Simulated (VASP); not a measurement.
# SnO2 (P6_3/mmc) in VASP: notebook

SnO2 is run at these levels: PBEsol; tasks: single point.

All numbers are computed with VASP 6.6.1; they aren't measurements. Logs are shortened: lines on timing, memory, paths and dates and some standing lists are left out, and cuts for length are marked.

## Step 1: The cell of the first run

The structure is hexagonal, space group P6_3/mmc (No. 194). Conventional cell: a = 3.165 Å, b = 3.165 Å, c = 10.570 Å, α = 90.00°, β = 90.00°, γ = 120.00°. Within 2.8 Å of Sn (site symmetry -3m) lie 6 O at 2.08 Å. Within 2.8 Å of O (site symmetry 3m) lie 3 Sn at 2.08 Å and 3 O at 2.70 Å.

## Step 2: Single point, PBEsol

Input file INCAR:

```
SYSTEM = SnO2
ALGO = Normal ; EDIFF = 1E-6
ENCUT = 520 ; GGA = PS
ISIF = 2 ; ISMEAR = 0
LASPH = .TRUE. ; LCHARG = .FALSE.
LREAL = .FALSE. ; LWAVE = .FALSE.
NBANDS = 35 ; NELM = 100
PREC = Accurate ; SIGMA = 0.01
```

Input file KPOINTS:

```
k-points
0
G
  12 12 2
  0 0 0
```

Input file POSCAR:

```
SnO2
1.0
    3.1646273727      0.0000000000      0.0000000000
   -1.5823136864      2.7406478111      0.0000000000
    0.0000000000      0.0000000000     10.5702846404
Sn O
2 4
Direct
    0.0000000000      0.0000000000      0.5000000000
    0.0000000000      0.0000000000      0.0000000000
    0.6666666667      0.3333333333      0.4058620000
    0.6666666667      0.3333333333      0.0941380000
    0.3333333333      0.6666666667      0.5941380000
    0.3333333333      0.6666666667      0.9058620000
```

Potentials or basis: VASP PAW PBE potentials, release 64 (Sn_d, O).

Launch:

```
cat potpaw_PBE.64/Sn_d/POTCAR potpaw_PBE.64/O/POTCAR > POTCAR
mpirun -np 1 vasp_std > vasp.out
```

OUTCAR:

```text
SYSTEM = SnO2
   EDIFF = 1E-6
   ENCUT = 520
   GGA = PS
   ISIF = 2
   ISMEAR = 0
   LASPH = .TRUE.
   LREAL = .FALSE.
   NELM = 100
   PREC = Accurate

 ion  position               nearest neighbor table
   1  0.000  0.000  0.500-   3 2.08   5 2.08   3 2.08   5 2.08   3 2.08   5 2.08
   2  0.000  0.000  0.000-   4 2.08   6 2.08   4 2.08   6 2.08   4 2.08   6 2.08
   3  0.667  0.333  0.406-   1 2.08   1 2.08   1 2.08
   4  0.667  0.333  0.094-   2 2.08   2 2.08   2 2.08
   5  0.333  0.667  0.594-   1 2.08   1 2.08   1 2.08
   6  0.333  0.667  0.906-   2 2.08   2 2.08   2 2.08

  LATTYP: Found a hexagonal cell.
 ALAT       =     3.1646273727
 C/A-ratio  =     3.3401356291

  Lattice vectors:

 A1 = (   3.1646273727,   0.0000000000,   0.0000000000)
 A2 = (  -1.5823136864,   2.7406478111,   0.0000000000)
 A3 = (   0.0000000000,   0.0000000000,  10.5702846404)

Analysis of symmetry for initial positions (statically):
=====================================================================
 Subroutine PRICEL returns:
 Original cell was already a primitive cell.

 Routine SETGRP: Setting up the symmetry group for a
 hexagonal supercell.

 Subroutine GETGRP returns: Found 24 space group operations
 (whereof 12 operations were pure point group operations)
 out of a pool of 24 trial point group operations.

The static configuration has the point symmetry D_3d.
 The point group associated with its full space group is D_6h.

Analysis of symmetry for dynamics (positions and initial velocities):
=====================================================================
 Subroutine PRICEL returns:
 Original cell was already a primitive cell.

 Routine SETGRP: Setting up the symmetry group for a
 hexagonal supercell.

 Subroutine GETGRP returns: Found 24 space group operations
 (whereof 12 operations were pure point group operations)
 out of a pool of 24 trial point group operations.

The dynamic configuration has the point symmetry D_3d.
 The point group associated with its full space group is D_6h.

 Subroutine INISYM returns: Found 24 space group operations
 (whereof 12 operations are pure point group operations),
 and found     1 'primitive' translations

----------------------------------------------------------------------------------------

                                     Primitive cell

[... 94 lines left out ...]
   LSORBIT =      F    spin-orbit coupling
   LASPH  =      T    aspherical Exc in radial PAW
   ENCUT  =  520.0 eV  38.22 Ry    6.18 a.u.   5.88  5.88 19.65*2*pi/ulx,y,z
   NELM   =    100;   NELMIN=  2; NELMDL= -5     # of ELM steps
   EDIFF  = 0.1E-05   stopping-criterion for ELM
   LREAL  =      F    real-space projection
   EDIFFG = 0.1E-04   stopping-criterion for IOM
   NSW    =      0    number of steps for IOM
   IBRION =     -1    ionic relax: 0-MD 1-quasi-New 2-CG
   NFREE  =      0    steps in history (QN), initial steepest desc. (CG)
   ISIF   =      2    stress and relaxation
   ISYM   =      2    0-nonsym 1-usesym 2-fastsym
   POTIM  = 0.5000    time-step for ionic-motion
   TEBEG  =    0.0;   TEEND  =   0.0 temperature during run
   PSTRESS=    0.0 pullay stress
   NELECT =      52.0000    total number of electrons
   NUPDOWN=      -1.0000    fix difference up-down
   EMIN   =  10.00;   EMAX   =-10.00  energy-range for DOS
   EFERMI =   0.00;   METHOD = LEGACY
   ISMEAR =     0;   SIGMA  =   0.01  broadening in eV -4-tet -1-fermi 0-gaus
   EFERMI_NEDOS =   21; number of points for ismear=-14 and -15
   IALGO  =     38    algorithm
   IMIX   =      4    mixing-type and parameters
     AMIX     =   0.40;   BMIX     =  1.00
     AMIX_MAG =   1.60;   BMIX_MAG =  1.00
  volume/ion in A,a.u.               =      15.28       103.11
  Fermi-wavevector in a.u.,A,eV,Ry     =   1.355153  2.560869 24.986292  1.836441
  Thomas-Fermi vector in A             =   2.482265
   LORBIT       =      0    0 simple, 1 ext, 2 COOP (PROOUT), +10 PAW based schemes
   GGA     = PS    functional components
   LHFCALC =     F    Hartree Fock is set to
   AEXX    =    0.0000 exact exchange contribution
   IVDW    =     0    specifies the selected vdW correction
   LEPSILON=     F    determine dielectric tensor
   LRPA    =     F    only Hartree local field effects (RPA)
 non-spin polarized calculation
 Gauss-broadening in eV      SIGMA  =   0.01
  energy-cutoff  :      520.00
  volume of cell :       91.68
 maximum number of plane-waves:      2488
 NGX is ok and might be reduce to    24
   NGX = 11   NGY = 11   NGZ = 39

 number of electron      51.9999989 magnetization

 Free energy of the ion-electron system (eV)
  ---------------------------------------------------
  ext. energy  EPLUGINS =         0.00000000
  ---------------------------------------------------
  free energy    TOTEN  =       -38.49912036 eV

  energy without entropy =      -38.49912036  energy(sigma->0) =      -38.49912036

 E-fermi :   2.6005     XC(G=0):  -9.6447

 val. band max:        2.5467848063   @ k =   0.2500   0.2500   0.0000
 cond. band min:       4.9727070811   @ k =   0.0000   0.0000   0.0000
 fundamental gap:      2.4259222748
 Fermi energy:         2.6005295759

 k-point     1 :       0.0000    0.0000    0.0000
  band No.  band energies     occupation
      1     -17.4522      2.00000
      2     -17.4500      2.00000
      3     -17.1077      2.00000
      4     -17.1077      2.00000
      5     -17.1077      2.00000
      6     -17.1077      2.00000
[... 901 lines left out ...]
     34      14.2170      0.00000
     35      15.1702      0.00000

 [... further k-points ...]
[... 5 lines left out ...]
  --------------------------------------------------------------------------------------
  -------------------------------------------------------------------------------------
  Total        3.1671647      3.1671650      1.8590507     -0.0000000      0.0000000      0.0000000
  in kB       55.3501427     55.3501473     32.4892226     -0.0000000      0.0000000      0.0000000
  external PRESSURE =      47.7298375 kB  Pullay stress =       0.0000000 kB

 VOLUME and BASIS-vectors are now :
 -----------------------------------------------------------------------------
  energy-cutoff  :      520.00
  volume of cell :       91.68
      direct lattice vectors                 reciprocal lattice vectors
     3.164627373  0.000000000  0.000000000     0.315992969  0.182438618  0.000000000
    -1.582313686  2.740647811  0.000000000     0.000000000  0.364877237  0.000000000
     0.000000000  0.000000000 10.570284640     0.000000000  0.000000000  0.094604832

 POSITION                                       TOTAL-FORCE (eV/Angst)
 -----------------------------------------------------------------------------------
      0.00000      0.00000      5.28514        -0.000000      0.000000      0.000000
      0.00000      0.00000      0.00000        -0.000000      0.000000      0.000000
      1.58231      0.91355      4.29008        -0.000000     -0.000000     -0.378333
      1.58231      0.91355      0.99507        -0.000000     -0.000000      0.378333
     -0.00000      1.82710      6.28021         0.000000      0.000000      0.378333
     -0.00000      1.82710      9.57522        -0.000000      0.000000     -0.378333
 -----------------------------------------------------------------------------------
    total drift:                               -0.000000      0.000000      0.000000

  FREE ENERGIE OF THE ION-ELECTRON SYSTEM (eV)
  ---------------------------------------------------
  free  energy   TOTEN  =       -38.4991203647 eV

  energy  without entropy=      -38.4991203647  energy(sigma->0) =      -38.49912036
```

stdout:

```text
POSCAR found type information on POSCAR SnO
 POSCAR found :  2 types and       6 ions
 scaLAPACK will be used
 -----------------------------------------------------------------------------
|                                                                             |
|                                                                             |
|     You enforced a specific xc type in the INCAR file but a different       |
|     I HOPE YOU KNOW WHAT YOU ARE DOING!                                     |
|                                                                             |
 -----------------------------------------------------------------------------

 LDA part: xc-table for (Slater+PW92), standard interpolation
 POSCAR, INCAR and KPOINTS ok, starting setup
 FFT: planning ... GRIDC
 FFT: planning ... GRID_SOFT
 FFT: planning ... GRID
 WAVECAR not read
 entering main loop
```

Wall time 2.1 min (1 thread of Intel Xeon Platinum 8259CL at 2.50GHz (Skylake/Cascade Lake), shared host); peak memory 0.25 GiB.

What came out:

* Free energy: -38.4991 eV
* Pressure: 4.8 GPa
* Largest force: 0.378 eV/Å
* Band gap on the k mesh: 2.43 eV, indirect (least direct gap 2.93 eV)

Forces on the atoms (eV/Å):
```
Sn   0.000  0.000  0.000
Sn   0.000  0.000  0.000
O    0.000  0.000 -0.378
O    0.000  0.000  0.378
O    0.000  0.000  0.378
O    0.000  0.000 -0.378
```

Caveat: the PAW data sets were made with another functional, which shifts forces and pressure a little; spin-orbit coupling is left out, which moves the levels of the heavy elements. PBEsol gaps usually lie below the measured ones, often by a third to a half.

## Step 3: Single point, PBEsol

This run uses another cell than the first one, of 15.60 Å³/atom, 1.021 times its volume.

Input file INCAR:

```
  ALGO = Normal
  EDIFF = 1E-7
  ENCUT = 520
  GGA = PS
  ISIF = 2
  ISMEAR = 0
  LASPH = True
  LCHARG = False
  LREAL = False
  LWAVE = False
  NBANDS = 35
  NELM = 80
  PREC = Accurate
  SIGMA = 0.01
```

Input file KPOINTS:

```
k-points
0
Gamma
  12 12 2
```

POSCAR, as its differences from that of step 2:

```diff
@@ -2,5 +2,5 @@
 1.0
-    3.1646273727      0.0000000000      0.0000000000
-   -1.5823136864      2.7406478111      0.0000000000
-    0.0000000000      0.0000000000     10.5702846404
+    3.1869142153      0.0000000000      0.0000000000
+   -1.5934571076      2.7599487837      0.0000000000
+    0.0000000000      0.0000000000     10.6447257173
 Sn O
```

Potentials or basis: VASP PAW PBE potentials, release 64 (Sn_d, O).

Launch:

```
cat potpaw_PBE.64/Sn_d/POTCAR potpaw_PBE.64/O/POTCAR > POTCAR
mpirun -np 1 vasp_std > vasp.out
```

It took 2.5 min on 1 thread of Intel Xeon Platinum 8259CL at 2.50GHz (Skylake/Cascade Lake), shared host; peak memory 0.25 GiB.

Results (log left out):

| Property | Result |
| --- | --- |
| Free energy | -38.5396 eV |
| Pressure | 1.6 GPa |
| Largest force | 0.119 eV/Å |
| Band gap on the k mesh | 2.29 eV, indirect (least direct gap 2.76 eV) |

Forces on the atoms (eV/Å):
```
Sn   0.000  0.000  0.000
Sn   0.000  0.000  0.000
O    0.000  0.000 -0.119
O    0.000  0.000  0.119
O    0.000  0.000  0.119
O    0.000  0.000 -0.119
```

Stress tensor (GPa, compression positive):
```
1.66 0.00 0.00
0.00 1.66 0.00
0.00 0.00 1.34
```

Levels at points of the mesh, in eV from the valence-band top:
| k point | band 24 | band 25 | band 26 | band 27 | band 28 | band 29 |
| --- | --- | --- | --- | --- | --- | --- |
| (0.00, 0.00, 0.00) | -0.87 | -0.87 | -0.47 | 2.29 | 3.05 | 5.52 |
| (0.50, 0.00, 0.00) | -0.51 | -0.49 | -0.09 | 5.41 | 5.56 | 7.05 |
| (0.00, 0.00, 0.50) | -0.88 | -0.81 | -0.81 | 2.68 | 2.68 | 5.71 |
| (0.50, 0.00, 0.50) | -0.53 | -0.27 | -0.27 | 5.48 | 5.48 | 7.34 |

Caveat: the PAW data sets were made with another functional, which shifts forces and pressure a little; spin-orbit coupling is left out, which moves the levels of the heavy elements. A k mesh can miss the band edges.
